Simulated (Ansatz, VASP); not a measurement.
One calculation of Al2O3, two programs

The input INCAR:

```
  ALGO = Normal
  EDIFF = 1E-6
  ENCUT = 520
  GGA = PE
  ISIF = 2
  ISMEAR = 0
  IVDW = 12
  LASPH = True
  LCHARG = True
  LELF = True
  LREAL = False
  LVHAR = True
  LWAVE = False
  NBANDS = 20
  NELM = 80
  PREC = Accurate
  SIGMA = 0.05
```

Contents of KPOINTS:

```
k-points
0
Gamma
  9 9 4
```

The input POSCAR:

```
Al2O3
1.0
    2.9416895826      0.0000000000      0.0000000000
   -1.4708447913      2.5475779086      0.0000000000
    0.0000000000      0.0000000000      7.4858055969
Al O
2 3
Direct
    0.0000000000      0.0000000000      0.1907358529
    0.0000000000      0.0000000000      0.8092641471
    0.3333333333      0.6666666667      0.2635340166
    0.6666666667      0.3333333333      0.0000000000
    0.3333333333      0.6666666667      0.7364659834
```

Input for Ansatz:

```yaml
crystal:
  lattice:
    - [2.9416895826, 0.0, 0.0]
    - [-1.4708447913, 2.5475779086, 0.0]
    - [0.0, 0.0, 7.4858055969]
  atoms:
    - { symbol: Al, position: [0.0, 0.0, 0.1907358529] }
    - { symbol: Al, position: [0.0, 0.0, 0.8092641471] }
    - { symbol: O, position: [0.3333333333, 0.6666666667, 0.2635340166] }
    - { symbol: O, position: [0.6666666667, 0.3333333333, 0.0] }
    - { symbol: O, position: [0.3333333333, 0.6666666667, 0.7364659834] }
basis:
  ecutwfc: 520.0
kpoints:
  mp_grid: { grid: [9, 9, 4] }
hamiltonian:
  xc: pbe
  pseudopotentials: { kind: paw, azcp: { folder: soft_1 } }
  dispersion: d3bj
scf:
  occupations: { method: gaussian, width: 0.05 }
output:
  forces: true
  stress: true
  eigenvalues: true
```

Alike in both runs: task single point; functional PBE; dispersion D3(BJ); k mesh 9 × 9 × 4; occupations gaussian, width 0.05 eV; no spin polarisation.

|  | VASP | Ansatz |
| --- | --- | --- |
| version | VASP 6.6.1 | Ansatz 0.2.0 |
| potentials or method | VASP PAW PBE potentials, release 64 (Al, O), cutoff 520 eV | scalar-relativistic, plane waves, PAW |
| valence electrons in the cell | 24 | 24 |

Ansatz gave:

- gap on the k mesh at the Fermi level (eV): 4.18
- least direct gap on the mesh (eV): 4.36
- pressure (GPa): -2.9
- traceless stress, the component that is largest in VASP (GPa): 3.98
- rms of the force components (eV/Å): 0.953

Which values does VASP return?

gap on the k mesh at the Fermi level (eV): 4.18; least direct gap on the mesh (eV): 4.38; pressure (GPa): -2.9; traceless stress, the component that is largest in VASP (GPa): 3.84; rms of the force components (eV/Å): 0.938.

Atom by atom the forces differ by 0.015 eV/Å (rms over components).
